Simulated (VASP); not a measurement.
Here is a VASP 6.6.1 calculation.

INCAR

```
PREC = Accurate
ENCUT = 600
EDIFF = 1E-6
ISMEAR = 0
SIGMA = 0.02
LREAL = F
LASPH = T
NELM = 120
ALGO = Normal
ISIF = 2
LWAVE = F
LCHARG = T
GGA = PS
LELF = T
LVHAR = T
NBANDS = 13
GGA_COMPAT = F
```

Contents of KPOINTS:

```
regular mesh
0
Gamma
  6 6 8
```

POSCAR

```
MgH2
1.0
    4.4769605355      0.0000000000      0.0000000000
    0.0000000000      4.4769605355      0.0000000000
    0.0000000000      0.0000000000      3.0075195070
Mg H
2 4
Direct
    0.0000000000      0.0000000000      0.0000000000
    0.5000000000      0.5000000000      0.5000000000
    0.3045406518      0.3045406518      0.0000000000
    0.1954593482      0.8045406518      0.5000000000
    0.6954593482      0.6954593482      0.0000000000
    0.8045406518      0.1954593482      0.5000000000
```

Potentials or basis: VASP PAW PBE potentials, release 64 (Mg, H).

The run is started by

```console
$ cat potpaw_PBE.64/Mg/POTCAR potpaw_PBE.64/H/POTCAR > POTCAR
$ mpirun -np 1 vasp_std > vasp.out
```

Estimate the band gap on the k mesh.

3.58 eV (least direct gap 4.40 eV).

What does it give for the pressure?

-0.1 GPa.

Caveat: the PAW data sets were made with another functional, which shifts forces and pressure a little. A k mesh can miss the band edges.
